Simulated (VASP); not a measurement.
# Al2GaP3 (P-3m1) in VASP: a series of runs, part 3 of 3

VASP 6.6.1. Earlier steps stand in the parts before.

## (6) Relaxation of cell and atoms, PBE

This run uses another cell than the first one, of 19.92 Å³/atom, 1.062 times its volume.

The input, INCAR:

```
SYSTEM = Al2GaP3
ALGO = Normal
EDIFF = 1E-7
EDIFFG = -0.04
ENCUT = 600
GGA = PE
IBRION = 2
ISIF = 3
ISMEAR = 0
LASPH = .TRUE.
LCHARG = .FALSE.
LREAL = .FALSE.
LWAVE = .FALSE.
NELM = 100
NSW = 90
PREC = Accurate
SIGMA = 0.1
```

The input, KPOINTS:

```
k-points
0
G
  6 6 2
  0 0 0
```

The input, POSCAR:

```
Al2GaP3
1.0
    4.2948992100      0.0000000000      0.0000000000
   -2.1474496000      3.7194918200      0.0000000000
    0.0000000000      0.0000000000      7.4830981300
Al Ga P
2 1 3
Direct
    0.3333333300      0.6666666700      0.6414740200
    0.6666666700      0.3333333300      0.3585259800
    0.0000000000      0.0000000000      0.0000000000
    0.5000000000      0.0000000000      0.5000000000
    0.0000000000      0.5000000000      0.5000000000
    0.5000000000      0.5000000000      0.5000000000
```

Potentials or basis: VASP PAW PBE potentials, release 64 (Al, Ga_d, P).

On the command line:

```bash
$ cat potpaw_PBE.64/Al/POTCAR potpaw_PBE.64/Ga_d/POTCAR potpaw_PBE.64/P/POTCAR > POTCAR
$ mpirun -np 1 vasp_std > vasp.out
```

It took 28 min on 1 thread of Intel Xeon Platinum 8259CL at 2.50GHz (Skylake/Cascade Lake), shared host; peak memory 0.31 GiB.

The run converged. Its results:

```yaml
Free_energy: -25.9379 eV
Relaxed_volume: 16.63 Å³/atom
Relaxed_cell: a = 5.111 Å, b = 5.111 Å, c = 4.411 Å, α = 90.00°, β = 90.00°, γ = 120.00°
Space_group_after_relaxing_to_0.05_Å: P6/mmm (No. 191)
Energy_gained_by_relaxing: 6618.2 meV/atom
Ionic_steps: 53
Pressure_after_relaxing: 0.2 GPa
Largest_force_after_relaxing: 0.036 eV/Å
Band_gap_on_the_k_mesh: zero (band 17 reaches 9.02 eV, above the bottom of band 18 at 6.29 eV)
```

Forces in eV/Å, atoms in the order of the input:
```
Al   0.000  0.000  0.036
Al   0.000  0.000 -0.036
Ga   0.000  0.000  0.000
P    0.000  0.000  0.000
P    0.000  0.000  0.000
P    0.000  0.000  0.000
```

Stress tensor (GPa, compression positive):
```
0.14 0.00 0.00
0.00 0.14 0.00
0.00 0.00 0.22
```

Step by step:
```
step  energy change (eV)  largest force (eV/Å)  pressure (GPa)  volume (Å³)
   1              0.0000               50.2229          121.07       119.54
   3            -23.7487                0.4233           -4.51       553.59
   5            -30.9070                0.3197           -6.50       283.35
   7            -37.2721                0.4548           -2.66       152.02
   9            -37.3649                0.0124           -0.68       146.27
  11            -37.3688                0.1177           -0.27       145.26
  13            -37.5550                0.8321           -0.66       144.37
  15            -37.6516                0.7948           -0.99       142.12
  17            -38.3622                0.4242           -2.82       122.79
  19            150.8113                5.7153         1742.49        30.58
  21             -4.3366               37.9752          141.87        94.13
  23            -10.5919               32.7326          116.58        98.29
  25            -27.0829               16.3204           47.82       116.14
  27            -35.9280                2.9454            1.34       151.70
  29            -36.1562                1.4987           -2.69       160.99
  31            -36.2538                1.5200           -2.70       158.64
  33            -36.7032                1.7659           -2.57       148.30
  35            -38.4794                2.1024            0.89       111.27
  37            -38.5332                2.3033            4.29       104.21
  39            -38.5533                2.1635            7.25        99.21
  41            -39.0007                1.0524            6.30        95.79
  43            -39.5207                0.3321            5.52        94.17
  45            -39.5999                0.6705            3.23        96.79
  47            -39.6787                0.2400           -0.95       101.35
  49            -39.7064                0.0504           -0.19       100.36
  51            -39.7072                0.0789           -0.32       100.49
  53            -39.7094                0.0361            0.16        99.79
```

Final structure:
```
Al Ga P
1.0
     5.11116    0.00000    0.00000
    -2.55558    4.42640    0.00000
     0.00000    0.00000    4.41067
Al Ga P
2 1 3
Direct
  0.33333 0.66667 0.99833
  0.66667 0.33333 0.00167
  0.00000 0.00000 0.00000
  0.50000 0.00000 0.50000
  0.00000 0.50000 0.50000
  0.50000 0.50000 0.50000
```

Levels at points of the mesh, in eV from the Fermi level:
| k point | band 15 | band 16 | band 17 | band 18 | band 19 | band 20 |
| --- | --- | --- | --- | --- | --- | --- |
| (0.00, 0.00, 0.00) | -1.24 | -1.24 | 0.57 | 1.04 | 1.04 | 1.21 |
| (0.50, 0.00, 0.00) | -1.69 | -1.58 | -1.53 | -1.48 | -0.37 | 0.39 |
| (0.00, 0.00, 0.50) | -3.06 | -2.44 | -1.58 | -1.58 | -0.12 | 2.98 |
| (0.50, 0.00, 0.50) | -1.14 | -0.94 | -0.56 | 1.73 | 1.88 | 2.12 |

Caveat: the k points lie up to 0.71 Å⁻¹ apart in the final cell; the volume moved by over 15 % at a fixed basis, so the end points are rough.

## (7) Overview

| task | cell | k mesh | cutoff (eV) | gap on the mesh (eV) | pressure (GPa) | relaxed volume (Å³/atom) | largest force (eV/Å) |
| --- | --- | --- | --- | --- | --- | --- | --- |
| relaxation of cell and atoms | relaxed from a = 4.637, b = 4.637, c = 6.047 Å, angles 90.0, 90.0, 120.0°, 6 atoms | 6 × 6 × 4 | 600 | none | 0.0 | 17.81 | 0.03 |
| single point | a = 4.637, b = 4.637, c = 6.047 Å, angles 90.0, 90.0, 120.0°, 6 atoms | 6 × 6 × 2 | 520 | none | -0.1 | - | 0.01 |
| single point | a = 4.295, b = 4.295, c = 7.483 Å, angles 90.0, 90.0, 120.0°, 6 atoms | 6 × 6 × 2 | 520 | none | 121.1 | - | 50.22 |
| single point | a = 4.832, b = 4.832, c = 5.303 Å, angles 90.0, 90.0, 120.0°, 6 atoms | 6 × 6 × 4 | 520 | none | -0.3 | - | 0.01 |
| relaxation of cell and atoms | relaxed from a = 4.295, b = 4.295, c = 7.483 Å, angles 90.0, 90.0, 120.0°, 6 atoms | 6 × 6 × 2 | 600 | none | 0.2 | 16.63 | 0.04 |

Alike in all rows: level PBE; potentials or basis VASP PAW PBE potentials, release 64 (Al, Ga_d, P); no spin polarisation; smearing gaussian 0.1 eV.

Caveats: some runs use coarse meshes; forces of over 1 eV/Å act on the atoms, so gaps and moduli don't describe the material at rest (some runs); the volume moved by over 15 % at a fixed basis, so the end points are rough (some runs).

Total energies depend on the potentials used, so only differences within one code and one set of settings carry meaning.
